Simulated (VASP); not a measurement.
HfN: single point with BLYP

Crystal: HfN.

```
CELL_PARAMETERS angstrom
2.78685 0.00000 0.00000
0.00000 2.78685 0.00000
0.00000 0.00000 2.78685
ATOMIC_POSITIONS crystal
Hf 0.50000 0.50000 0.50000
N 0.00000 0.00000 0.00000
```

```json
{
 "Program": "VASP 6.6.1",
 "Task": "single point",
 "Functional": "BLYP",
 "Potentials or basis": "VASP PAW PBE potentials, release 64 (Hf_pv, N)",
 "Cutoff": "520 eV",
 "k mesh": "9 × 9 × 9",
 "Occupations": "fermi-dirac, width 0.05 eV",
 "Spin": "no spin polarisation"
}
```

```yaml
Pressure: 18.1 GPa
```

Levels at points of the mesh, in eV from the Fermi level:
```csv
k point,band 6,band 7,band 8,band 9,band 10,band 11
"(0.00, 0.00, 0.00)",-2.55,-1.10,-1.10,-1.10,4.07,6.45
```

It took 14 s on 1 thread of AMD EPYC 9R45 96-Core Processor (Zen 5) (shared host), peak memory 0.11 GiB.

Caveat: the PAW data sets were made with another functional, which shifts forces and pressure a little; spin-orbit coupling is left out, which moves the levels of the heavy elements.
